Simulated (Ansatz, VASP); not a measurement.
KTaO3 in VASP and in Ansatz

INCAR

```
SYSTEM = KTaO3
PREC = Accurate
ENCUT = 600
EDIFF = 1E-6
ISMEAR = 0
SIGMA = 0.02
LREAL = .False.
LASPH = .True.
NELM = 200
ALGO = Normal
ISIF = 2
LWAVE = .False.
LCHARG = .True.
MAGMOM = 0 0 0 0 0 0 0 0 0 0 0 0 0 0 0
LORBIT = 11
LSORBIT = .True.
GGA_COMPAT = .False.
LORBMOM = .True.
LMAXMIX = 4
GGA = PE
LVHAR = .True.
NBANDS = 55
```

The input KPOINTS:

```
Automatic mesh
0
Gamma
  8 8 8
  0 0 0
```

File POSCAR:

```
KTaO3
1.0
    4.0245444164      0.0000000000      0.0000000000
    0.0000000000      4.0245444164      0.0000000000
    0.0000000000      0.0000000000      4.0245444164
K Ta O
1 1 3
Direct
    0.5000000000      0.5000000000      0.5000000000
    0.0000000000      0.0000000000      0.0000000000
    0.5000000000      0.0000000000      0.0000000000
    0.0000000000      0.5000000000      0.0000000000
    0.0000000000      0.0000000000      0.5000000000
```

Input for Ansatz:

```yaml
crystal:
  lattice:
    - [4.0245444164, 0.0, 0.0]
    - [0.0, 4.0245444164, 0.0]
    - [0.0, 0.0, 4.0245444164]
  atoms:
    - { symbol: K, position: [0.5, 0.5, 0.5] }
    - { symbol: Ta, position: [0.0, 0.0, 0.0] }
    - { symbol: O, position: [0.5, 0.0, 0.0] }
    - { symbol: O, position: [0.0, 0.5, 0.0] }
    - { symbol: O, position: [0.0, 0.0, 0.5] }
basis:
  ecutwfc: 420
kpoints:
  mp_grid: { grid: [8, 8, 8] }
  band_path:
    path:
      - [[0.0, 0.0, 0.0], [0.0, 0.5, 0.0], [0.5, 0.5, 0.0], [0.0, 0.0, 0.0], [0.5, 0.5, 0.5], [0.0, 0.5, 0.0]]
      - [[0.5, 0.5, 0.5], [0.5, 0.5, 0.0]]
    npoints: 10
hamiltonian:
  xc: pbe
scf:
  occupations: { method: gaussian, width: 0.02 }
output:
  forces: true
  stress: true
  eigenvalues: true
  populations: true
  dos: { projected: true, de: 0.02 }
  bader: false
  write_density: true
  write_potential: true
  elf: true
  volumetric_format: npy
magnetization:
  noncollinear: true
  spin_orbit: true
```

Alike in both runs: task single point; functional PBE; k mesh 8 × 8 × 8; occupations gaussian, width 0.02 eV; non-collinear spin, spin-orbit coupling.

|  | VASP | Ansatz |
| --- | --- | --- |
| version | VASP 6.6.1 | Ansatz 0.2.0 |
| potentials or method | VASP PAW PBE potentials, release 64 (K_sv, Ta_sv_GW, O), cutoff 600 eV | plane waves, PAW |
| valence electrons in the cell | 40 | 40 |

|  | VASP | Ansatz | Ansatz less VASP |
| --- | --- | --- | --- |
| pressure (GPa) | 0.1 | -0.2 | -0.33 |
